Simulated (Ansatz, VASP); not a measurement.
# Two plane-wave programs on LiNbO3

```
Li Nb O
1.0
     2.59475    1.49808    4.67149
    -2.59475    1.49808    4.67149
     0.00000   -2.99616    4.67149
Li Nb O
2 2 6
Cartesian
  0.0000 0.0000 3.9465
  0.0000 0.0000 10.9537
  0.0000 0.0000 0.0064
  0.0000 0.0000 7.0136
  -0.6428 -1.4586 5.5579
  1.5846 0.1727 5.5579
  -0.9418 1.2860 5.5579
  -1.6529 -0.2121 7.8937
  0.6428 1.5375 7.8937
  1.0101 -1.3254 7.8937
```

Alike in both runs: task single point; functional r2SCAN; k mesh 6 × 6 × 6; occupations gaussian, width 0.02 eV; no spin polarisation.

|  | VASP | Ansatz |
| --- | --- | --- |
| version | VASP 6.6.1 | Ansatz 0.2.0 |
| potentials or method | VASP PAW PBE potentials, release 64 (Li_sv, Nb_sv, O), cutoff 520 eV | scalar-relativistic, plane waves, PAW |
| valence electrons in the cell | 68 | 68 |

|  | VASP | Ansatz | Ansatz less VASP |
| --- | --- | --- | --- |
| gap on the k mesh at the Fermi level (eV) | 3.97 | 3.98 | +0.012 |
| least direct gap on the mesh (eV) | 3.99 | 4.00 | +0.010 |
| rms of the force components (eV/Å) | 0.052 | 0.062 | +0.0104 |

VASP's potentials were made for PBE, not for r2SCAN. Atom by atom the forces differ by 0.017 eV/Å (rms over components).

Noted on VASP's run: the cutoff is short for stress, so the pressure is rough.
